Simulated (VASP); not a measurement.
Write the native input for VASP 6.6.1 that does the following.

- Task: single point
- Functional: PBE
- Potentials or basis: VASP PAW PBE potentials, release 64 (Ti_sv)
- Cutoff: 500 eV
- k mesh: 8 × 8 × 4
- Occupations: gaussian, width 0.05 eV
- Spin: no spin polarisation
- Dipole correction: no
- Further INCAR settings: ALGO = Normal; EDIFF = 1e-06; NBANDS = 19

The structure of Ti lies in POSCAR:

```
Ti
1.0
    2.9413227357      0.0000000000      0.0000000000
   -1.4706613679      2.5472602099      0.0000000000
    0.0000000000      0.0000000000      4.6283453004
Ti
2
Direct
    0.3333333333      0.6666666667      0.7500000000
    0.6666666667      0.3333333333      0.2500000000
```

One way to write it, as run:

INCAR

```
PREC = Accurate
ENCUT = 500
EDIFF = 1E-6
ISMEAR = 0
SIGMA = 0.05
LREAL = F
LASPH = T
NELM = 120
ALGO = Normal
ISIF = 2
LWAVE = F
LCHARG = F
GGA = PE
NBANDS = 19
GGA_COMPAT = F
```

KPOINTS

```
regular mesh
0
Gamma
  8 8 4
```

Potentials or basis: VASP PAW PBE potentials, release 64 (Ti_sv).

Launch:

```console
$ cat potpaw_PBE.64/Ti_sv/POTCAR > POTCAR
$ mpirun -np 1 vasp_std > vasp.out
```

It gave:

- Pressure: -0.2 GPa
- Band gap on the k mesh: zero (bands 12 and 13 overlap by 1.00 eV)

It took 9 s on 1 thread of Intel(R) Xeon(R) 6975P-C (Granite Rapids), on a shared host, peak memory 0.15 GiB.
